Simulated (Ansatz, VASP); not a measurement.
**One calculation of Ge, two programs**

File POSCAR:

```
Ge
1.0
    1.4003114153     -2.4416964068      0.0000000000
    1.4003114153      2.4416964068      0.0000000000
    0.0000000000      0.0000000000      5.3386055621
Ge
2
Direct
    0.6665533700      0.3334466300      0.2500000000
    0.3334466300      0.6665533700      0.7500000000
```

INCAR.step1

```
ALGO     = Normal         # electronic algorithm
EDIFF    = 1E-4           # SCF threshold, eV
ENCUT    = 520            # plane-wave cutoff, eV
GGA      = PE             # functional
ISMEAR   = 0              # smearing method
LASPH    = T              # aspherical terms in the spheres
LCHARG   = F              # write CHGCAR
LREAL    = F              # projectors in reciprocal space
LWAVE    = T              # write WAVECAR
NBANDS   = 21             # bands
NELM     = 60             # most SCF steps
PREC     = Accurate       # precision mode
SIGMA    = 0.15           # smearing width, eV
```

The input INCAR.step2:

```
ALGO     = Normal         # electronic algorithm
EDIFF    = 1E-6           # SCF threshold, eV
ENCUT    = 520            # plane-wave cutoff, eV
ISIF     = 2              # what is computed and relaxed
ISMEAR   = 0              # smearing method
ISTART   = 1            
LASPH    = T              # aspherical terms in the spheres
LCHARG   = F              # write CHGCAR
LMIXTAU  = T            
LREAL    = F              # projectors in reciprocal space
LWAVE    = F              # write WAVECAR
METAGGA  = R2SCAN         # meta-GGA
NBANDS   = 21             # bands
NELM     = 60             # most SCF steps
PREC     = Accurate       # precision mode
SIGMA    = 0.15           # smearing width, eV
```

The input KPOINTS:

```
k-points
0
Gamma
  20 20 12
```

Input for Ansatz:

```yaml
crystal:
  lattice:
    - [1.4003114153, -2.4416964068, 0.0]
    - [1.4003114153, 2.4416964068, 0.0]
    - [0.0, 0.0, 5.3386055621]
  atoms:
    - { symbol: Ge, position: [0.66655337, 0.33344663, 0.25] }
    - { symbol: Ge, position: [0.33344663, 0.66655337, 0.75] }
basis:
  ecutwfc: 500
kpoints:
  mp_grid: { grid: [20, 20, 12] }
hamiltonian:
  xc: r2scan
scf:
  occupations: { method: gaussian, width: 0.15 }
output:
  forces: true
  stress: true
  eigenvalues: true
```

Alike in both runs: task single point; functional r2SCAN; k mesh 20 × 20 × 12; occupations gaussian, width 0.15 eV; no spin polarisation.

|  | VASP | Ansatz |
| --- | --- | --- |
| version | VASP 6.6.1 | Ansatz 0.2.0 |
| potentials or method | VASP PAW PBE potentials, release 64 (Ge_d), cutoff 520 eV | scalar-relativistic, plane waves, PAW |
| valence electrons in the cell | 28 | 28 |

Ansatz gave:

```
gap on the k mesh at the Fermi level (eV)                     : none
pressure (GPa)                                                : 3.4
traceless stress, the component that is largest in VASP (GPa) : -4.97
```

Estimate VASP's values.

gap on the k mesh at the Fermi level (eV): none; pressure (GPa): 3.3; traceless stress, the component that is largest in VASP (GPa): -4.89.

VASP's potentials were made for PBE, not for r2SCAN. A gap of «none» marks a metal or a gap that the smearing closes.
